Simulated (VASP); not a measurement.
Runs of VASP 6.6.1 on Ir. The structure is that of space group Fd-3m (No. 227), or close to it. The cells are those of the table. This isn't the form of Ir at room conditions, which is fcc.

```tsv
task	cell	k mesh	cutoff (eV)	gap on the mesh (eV)	pressure (GPa)
single point	a = 4.754 Å, angles 60.0°, 2 atoms	6 × 6 × 6	500	none	(a)
relaxation of cell and atoms	relaxed from a = 4.754 Å, angles 60.0°, 2 atoms	6 × 6 × 6	600	none	0.0
single point	a = 3.936 Å, angles 60.0°, 2 atoms	14 × 14 × 14	520	none	-0.4
single point	a = 3.940 Å, angles 60.0°, 2 atoms	6 × 6 × 6	520	none	-0.3
```

Alike in all rows: level PBE; potentials or basis VASP PAW PBE potentials, release 64 (Ir); no spin polarisation; smearing gaussian 0.1 eV.

Task: Fill in the values left out.

Result: (a) -23.1.

Caveats: spin-orbit coupling is left out, which moves the levels of the heavy elements; the cell stands under tension (at least some runs).

A k mesh can miss the band edges, and the runs leave out spin-orbit coupling on Ir.

A gap of «none» marks levels without a gap at the run's occupations.
